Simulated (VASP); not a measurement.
Al3BN2:

```
Al B N
1.0
     2.95556    0.00000    0.00000
     0.00000    2.95556    0.00000
     0.00000    0.00000    9.87985
Al B N
3 1 2
Direct
  0.00000 0.00000 0.00000
  0.00000 0.00000 0.71455
  0.00000 0.00000 0.28545
  0.50000 0.50000 0.50000
  0.50000 0.50000 0.84736
  0.50000 0.50000 0.15264
```

The cell was built from a structure type or drawn by symmetry, and may not be a known phase.

- Program: VASP 6.6.1
- Task: relaxation of cell and atoms
- Functional: PBE
- Potentials or basis: VASP PAW PBE potentials, release 64 (Al, B, N)
- Cutoff: 600 eV
- k mesh: 4 × 4 × 2
- Occupations: gaussian, width 0.15 eV
- Spin: no spin polarisation

At the start: pressure -25.1 GPa; volume 14.38 Å³/atom.

**Question.** How do energy, volume and symmetry change on relaxing?

**Answer.** Over 14 steps the energy falls by 602.1 meV/atom and the volume is 9.45 Å³/atom (-34.3 %); space group P4/mmm (No. 123, to 0.1 Å) before and after.

Step by step:
| step | energy change (eV) | largest force (eV/Å) | pressure (GPa) | volume (Å³) |
| --- | --- | --- | --- | --- |
| 1 | 0.0000 | 0.7689 | -25.14 | 86.30 |
| 2 | -3.0024 | 1.4104 | -4.25 | 61.07 |
| 3 | -3.0169 | 1.6398 | -1.09 | 59.82 |
| 4 | -3.2169 | 1.1594 | 0.26 | 58.10 |
| 5 | -3.3747 | 0.8578 | 4.16 | 55.75 |
| 6 | -3.4771 | 0.3982 | 4.25 | 55.49 |
| 7 | -3.5327 | 0.1679 | 4.80 | 55.20 |
| 8 | -3.5394 | 0.3897 | 5.21 | 55.06 |
| 9 | -3.5794 | 0.2073 | 3.41 | 55.58 |
| 10 | -3.6110 | 0.1084 | 0.54 | 56.53 |
| 11 | -3.6113 | 0.1374 | 0.23 | 56.63 |
| 12 | -3.6113 | 0.1457 | 0.14 | 56.67 |
| 13 | -3.6120 | 0.1142 | 0.07 | 56.68 |
| 14 | -3.6128 | 0.0396 | -0.08 | 56.71 |

Final structure:
```cif
data_structure
_symmetry_space_group_name_H-M 'P 1'
_symmetry_Int_Tables_number 1
_cell_length_a 2.6083
_cell_length_b 2.6083
_cell_length_c 8.3354
_cell_angle_alpha 90.000
_cell_angle_beta 90.000
_cell_angle_gamma 90.000
_cell_volume 56.71
loop_
_atom_site_label
_atom_site_type_symbol
_atom_site_fract_x
_atom_site_fract_y
_atom_site_fract_z
_atom_site_occupancy
Al1 Al 0.00000 0.00000 0.00000 1
Al2 Al 0.00000 0.00000 0.68925 1
Al3 Al 0.00000 0.00000 0.31075 1
B1 B 0.50000 0.50000 0.50000 1
N1 N 0.50000 0.50000 0.84640 1
N2 N 0.50000 0.50000 0.15360 1
```

Caveat: the k points lie up to 0.60 Å⁻¹ apart in the final cell, too coarse for converged energies and pressures of a metal; the volume moved by over 15 % at a fixed basis, so the end points are rough; the relaxation stopped at a loose force limit of 0.08 eV/Å, so its end isn't a converged minimum.
